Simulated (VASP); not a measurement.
# CuO (Cc) in VASP: further runs

The runs below take CuO through single point, with LDA, BLYP.

All numbers are computed with VASP 6.6.1; they aren't measurements. Logs are shortened: lines on timing, memory, paths and dates and some standing lists are left out, and cuts for length are marked.

### 1 The cell of the first run

The structure is monoclinic, space group Cc (No. 9). Conventional cell: a = 4.658 Å, b = 3.404 Å, c = 5.098 Å, α = 90.00°, β = 99.65°, γ = 90.00°. Cu (site symmetry 1) has 4 O at 1.89 to 2.01 Å within 2.5 Å. O (site symmetry 1) has 4 Cu at 1.89 to 2.01 Å within 2.5 Å.

### 2 Single point, LDA

INCAR

```
SYSTEM = CuO
ALGO = Normal
EDIFF = 1E-7
ENCUT = 520
ISIF = 2
ISMEAR = -1
LASPH = .TRUE.
LCHARG = .TRUE.
LELF = .TRUE.
LREAL = .FALSE.
LVHAR = .TRUE.
LWAVE = .FALSE.
NBANDS = 25
NELM = 60
PREC = Accurate
SIGMA = 0.05
```

KPOINTS

```
k-points
0
G
  10 10 5
  0 0 0
```

POSCAR

```
CuO
1.0
    2.3289133814     -1.7019001459      0.0000000000
    2.3289133814      1.7019001459      0.0000000000
   -0.8547742332      0.0000000000      5.0254824872
Cu O
2 2
Direct
    0.0032000000      0.4968000000      0.0000000000
    0.4968000000      0.0032000000      0.5000000000
    0.5714000000      0.4056000000      0.2537000000
    0.4056000000      0.5714000000      0.7537000000
```

Potentials or basis: VASP PAW LDA potentials, release 64 (Cu, O).

On the command line:

```sh
$ cat potpaw_LDA.64/Cu/POTCAR potpaw_LDA.64/O/POTCAR > POTCAR
$ mpirun -np 1 vasp_std > vasp.out
```

OUTCAR:

```text
SYSTEM = CuO
   EDIFF = 1E-7
   ENCUT = 520
   ISIF = 2
   ISMEAR = -1
   LASPH = .TRUE.
   LREAL = .FALSE.
   NELM = 60
   PREC = Accurate

 ion  position               nearest neighbor table
   1  0.003  0.497  0.000-   4 1.89   3 1.92   4 1.96   3 2.01
   2  0.497  0.003  0.500-   3 1.89   4 1.92   3 1.96   4 2.01
   3  0.571  0.406  0.254-   2 1.89   1 1.92   2 1.96   1 2.01
   4  0.406  0.571  0.754-   1 1.89   2 1.92   1 1.96   2 2.01

  LATTYP: Found a base centered monoclinic cell.
 ALAT       =     4.6578267628
 B/A-ratio  =     0.7307700490
 C/A-ratio  =     1.0944283419
 COS(beta)  =    -0.1676798045

  Lattice vectors:

 A1 = (   2.3289133814,  -1.7019001459,   0.0000000000)
 A2 = (   2.3289133814,   1.7019001459,   0.0000000000)
 A3 = (  -0.8547742332,   0.0000000000,   5.0254824872)

Analysis of symmetry for initial positions (statically):
=====================================================================
 Subroutine PRICEL returns:
 Original cell was already a primitive cell.

 Routine SETGRP: Setting up the symmetry group for a
 base centered monoclinic supercell.

 Subroutine GETGRP returns: Found  2 space group operations
 (whereof  1 operations were pure point group operations)
 out of a pool of  4 trial point group operations.

The static configuration has the point symmetry C_1 .
 The point group associated with its full space group is C_1h.

Analysis of symmetry for dynamics (positions and initial velocities):
=====================================================================
 Subroutine PRICEL returns:
 Original cell was already a primitive cell.

 Routine SETGRP: Setting up the symmetry group for a
 base centered monoclinic supercell.

 Subroutine GETGRP returns: Found  2 space group operations
 (whereof  1 operations were pure point group operations)
 out of a pool of  4 trial point group operations.

The dynamic configuration has the point symmetry C_1 .
 The point group associated with its full space group is C_1h.

 Subroutine INISYM returns: Found  2 space group operations
 (whereof  1 operations are pure point group operations),
 and found     1 'primitive' translations

----------------------------------------------------------------------------------------

                                     Primitive cell

  volume of cell :      39.8378

  direct lattice vectors                    reciprocal lattice vectors
     2.328913381 -1.701900146  0.000000000     0.214692399 -0.293789269  0.036516599
     2.328913381  1.701900146  0.000000000     0.214692399  0.293789269  0.036516599
    -0.854774233  0.000000000  5.025482487     0.000000000  0.000000000  0.198985869

  length of vectors
     2.884493308  2.884493308  5.097657621     0.365702642  0.365702642  0.198985869

  position of ions in fractional coordinates (direct lattice)
     0.003200000  0.496800000  0.000000000
     0.496800000  0.003200000  0.500000000
     0.571400000  0.405600000  0.253700000
     0.405600000  0.571400000  0.753700000

  ion indices of the primitive-cell ions
   primitive index   ion index
                 1           1
                 2           2
                 3           3
                 4           4

----------------------------------------------------------------------------------------

 KPOINTS: k-points

Automatic generation of k-mesh.
 Grid dimensions read from file:
 generate k-points for:   10   10    5

 Generating k-lattice:

  Cartesian coordinates                     Fractional coordinates (reciprocal lattice)
     0.021469240 -0.029378927  0.003651660     0.100000000  0.000000000  0.000000000
     0.021469240  0.029378927  0.003651660     0.000000000  0.100000000  0.000000000
     0.000000000  0.000000000  0.039797174     0.000000000  0.000000000  0.200000000

  Length of vectors
     0.036570264  0.036570264  0.039797174

  Shift w.r.t. Gamma in fractional coordinates (k-lattice)
     0.000000000  0.000000000  0.000000000

 Subroutine IBZKPT returns following result:
 ===========================================

 Found    141 irreducible k-points:

 Following reciprocal coordinates:
            Coordinates               Weight
  0.000000  0.000000  0.000000      1.000000
  0.100000  0.000000 -0.000000      4.000000
  0.200000  0.000000 -0.000000      4.000000
  0.300000  0.000000 -0.000000      4.000000
  0.400000 -0.000000  0.000000      4.000000
  0.500000 -0.000000  0.000000      2.000000
[... 16 lines left out ...]
  0.300000  0.300000 -0.000000      2.000000
  0.400000  0.300000 -0.000000      4.000000
 [... further k-points ...]
   k-points           NKPTS =    141   k-points in BZ     NKDIM =    141   number of bands    NBANDS=     25
   number of dos      NEDOS =    301   number of ions     NIONS =      4
   total plane-waves  NPLWV =  23040
   dimension x,y,z NGX =    24 NGY =   24 NGZ =   40
   dimension x,y,z NGXF=    48 NGYF=   48 NGZF=   80
   ions per type =               2   2
   NGX,Y,Z   is equivalent  to a cutoff of  13.83, 13.83, 13.04 a.u.
   NGXF,Y,Z  is equivalent  to a cutoff of  27.66, 27.66, 26.09 a.u.
 SYSTEM =  CuO
   PREC   = accura    normal or accurate (medium, high low for compatibility)
   ISTART =      0    job   : 0-new  1-cont  2-samecut
   ICHARG =      2    charge: 1-file 2-atom 10-const
   ISPIN  =      1    spin polarized calculation?
   LNONCOLLINEAR =      F non collinear calculations
   LSORBIT =      F    spin-orbit coupling
   LASPH  =      T    aspherical Exc in radial PAW
   ENCUT  =  520.0 eV  38.22 Ry    6.18 a.u.   5.36  5.36  9.48*2*pi/ulx,y,z
   NELM   =     60;   NELMIN=  2; NELMDL= -5     # of ELM steps
   EDIFF  = 0.1E-06   stopping-criterion for ELM
   LREAL  =      F    real-space projection
   EDIFFG = 0.1E-05   stopping-criterion for IOM
   NSW    =      0    number of steps for IOM
   IBRION =     -1    ionic relax: 0-MD 1-quasi-New 2-CG
   NFREE  =      0    steps in history (QN), initial steepest desc. (CG)
   ISIF   =      2    stress and relaxation
   ISYM   =      2    0-nonsym 1-usesym 2-fastsym
   POTIM  = 0.5000    time-step for ionic-motion
   TEBEG  =    0.0;   TEEND  =   0.0 temperature during run
   PSTRESS=    0.0 pullay stress
   NELECT =      34.0000    total number of electrons
   NUPDOWN=      -1.0000    fix difference up-down
   EMIN   =  10.00;   EMAX   =-10.00  energy-range for DOS
   EFERMI =   0.00;   METHOD = LEGACY
   ISMEAR =    -1;   SIGMA  =   0.05  broadening in eV -4-tet -1-fermi 0-gaus
   EFERMI_NEDOS =   21; number of points for ismear=-14 and -15
   IALGO  =     38    algorithm
   IMIX   =      4    mixing-type and parameters
     AMIX     =   0.40;   BMIX     =  1.00
     AMIX_MAG =   1.60;   BMIX_MAG =  1.00
  volume/ion in A,a.u.               =       9.96        67.21
  Fermi-wavevector in a.u.,A,eV,Ry     =   1.552874  2.934505 32.809308  2.411416
  Thomas-Fermi vector in A             =   2.657186
   LORBIT       =      0    0 simple, 1 ext, 2 COOP (PROOUT), +10 PAW based schemes
   GGA     = CA    functional components
   LHFCALC =     F    Hartree Fock is set to
   AEXX    =    0.0000 exact exchange contribution
   IVDW    =     0    specifies the selected vdW correction
   LEPSILON=     F    determine dielectric tensor
   LRPA    =     F    only Hartree local field effects (RPA)
 non-spin polarized calculation
  energy-cutoff  :      520.00
  volume of cell :       39.84
 maximum number of plane-waves:      1101
 NGX is ok and might be reduce to    24
   NGX = 11   NGY = 11   NGZ = 19

 number of electron      34.0000002 magnetization

 Free energy of the ion-electron system (eV)
  ---------------------------------------------------
  ext. energy  EPLUGINS =         0.00000000
  ---------------------------------------------------
  free energy    TOTEN  =       -23.13990122 eV

  energy without entropy =      -23.12097528  energy(sigma->0) =      -23.13043825

 E-fermi :   5.6175     XC(G=0): -12.5327

 val. band max:        5.6000382449   @ k =   0.5000   0.1000   0.2000
 cond. band min:       5.6271692078   @ k =   0.4000   0.2000   0.4000
 fundamental gap:      0.0271309629
 Fermi energy:         5.6174789419

 k-point     1 :       0.0000    0.0000    0.0000
  band No.  band energies     occupation
      1     -14.1659      2.00000
      2     -12.7254      2.00000
      3      -2.7470      2.00000
      4      -0.0944      2.00000
      5       0.2809      2.00000
      6       2.1250      2.00000
[... 17 lines left out ...]
     24      21.9435      0.00000
     25      22.3792      0.00000

 k-point     2 :       0.1000    0.0000   -0.0000
  band No.  band energies     occupation
      1     -14.0927      2.00000
      2     -12.7027      2.00000
      3      -2.6341      2.00000
      4      -0.1124      2.00000
      5       0.2541      2.00000
      6       1.4002      2.00000
[... 17 lines left out ...]
     24      21.4836      0.00000
     25      22.5659      0.00000

 k-point     3 :       0.2000    0.0000   -0.0000
  band No.  band energies     occupation
      1     -13.8936      2.00000
      2     -12.6421      2.00000
      3      -2.3316      2.00000
      4      -0.1788      2.00000
      5       0.1315      2.00000
      6       0.3783      2.00000
[... 17 lines left out ...]
     24      20.6203      0.00000
     25      22.1124      0.00000

 k-point     4 :       0.3000    0.0000   -0.0000
  band No.  band energies     occupation
      1     -13.6298      2.00000
      2     -12.5661      2.00000
      3      -1.9498      2.00000
      4      -0.7996      2.00000
      5      -0.2496      2.00000
      6       0.2547      2.00000
[... 17 lines left out ...]
     24      19.5096      0.00000
     25      21.7111      0.00000
[... 477 lines left out ...]
 k-point    22 :      -0.2000    0.2000    0.0000
  band No.  band energies     occupation
      1     -13.5690      2.00000
      2     -12.5376      2.00000
      3      -1.8494      2.00000
      4      -0.3486      2.00000
      5      -0.2611      2.00000
      6       0.0577      2.00000
[... 17 lines left out ...]
     24      19.3952      0.00000
     25      19.7225      0.00000

 k-point    23 :       0.3000    0.3000   -0.0000
  band No.  band energies     occupation
      1     -13.3044      2.00000
      2     -12.5170      2.00000
      3      -1.3705      2.00000
      4      -0.8679      2.00000
      5       0.1525      2.00000
      6       0.1637      2.00000
[... 17 lines left out ...]
     24      20.1857      0.00000
     25      20.5098      0.00000

 k-point    24 :       0.4000    0.3000   -0.0000
  band No.  band energies     occupation
      1     -13.0975      2.00000
      2     -12.4673      2.00000
      3      -1.3780      2.00000
      4      -1.0725      2.00000
      5      -0.0742      2.00000
      6       0.0987      2.00000
[... 17 lines left out ...]
     24      18.9791      0.00000
     25      20.0329      0.00000

 [... further k-points ...]

------------------------ aborting loop because EDIFF is reached ----------------------------------------

  FORCE on cell =-STRESS in cart. coord.  units (eV):
  Direction    XX          YY          ZZ          XY          YZ          ZX
  --------------------------------------------------------------------------------------
  -------------------------------------------------------------------------------------
  Total       -1.4712721     -0.6966774     -1.7789900      0.0000000      0.0000000     -0.2167836
  in kB      -59.1709333    -28.0186457    -71.5465850      0.0000000      0.0000000     -8.7184993
  external PRESSURE =     -52.9120547 kB  Pullay stress =       0.0000000 kB

 VOLUME and BASIS-vectors are now :
 -----------------------------------------------------------------------------
  energy-cutoff  :      520.00
  volume of cell :       39.84
      direct lattice vectors                 reciprocal lattice vectors
     2.328913381 -1.701900146  0.000000000     0.214692399 -0.293789269  0.036516599
     2.328913381  1.701900146  0.000000000     0.214692399  0.293789269  0.036516599
    -0.854774233  0.000000000  5.025482487     0.000000000  0.000000000  0.198985869

 POSITION                                       TOTAL-FORCE (eV/Angst)
 -----------------------------------------------------------------------------------
      1.16446      0.84006      0.00000        -0.634494      0.340376      0.242318
      0.73707     -0.84006      2.51274        -0.634494     -0.340376      0.242318
      2.05849     -0.28218      1.27496         0.634494      0.410120     -0.242318
      1.63111      0.28218      3.78771         0.634494     -0.410120     -0.242318
 -----------------------------------------------------------------------------------
    total drift:                                0.000151      0.000000     -0.000248

  FREE ENERGIE OF THE ION-ELECTRON SYSTEM (eV)
  ---------------------------------------------------
  free  energy   TOTEN  =       -23.1399012205 eV

  energy  without entropy=      -23.1209752759  energy(sigma->0) =      -23.13043825
```

Wall time 4.4 min (1 thread of Intel Xeon 8259CL, shared host); peak memory 0.23 GiB.

What came out:

- Free energy: -23.1399 eV
- Pressure: -5.3 GPa
- Largest force: 0.793 eV/Å
- Band gap on the k mesh: zero (bands 17 and 18 overlap by 0.61 eV)

Forces in eV/Å, atoms in the order of the input:
```
Cu  -0.634  0.340  0.242
Cu  -0.634 -0.340  0.242
O    0.634  0.410 -0.242
O    0.634 -0.410 -0.242
```

Caveat: the cell stands under tension; semilocal functionals often make such compounds metallic where correlation or magnetic order opens a gap, which also shifts bond lengths.

(Continued in part 2 of 2.)

The gap in the log of VASP goes by the Fermi energy; the results here count the filled bands.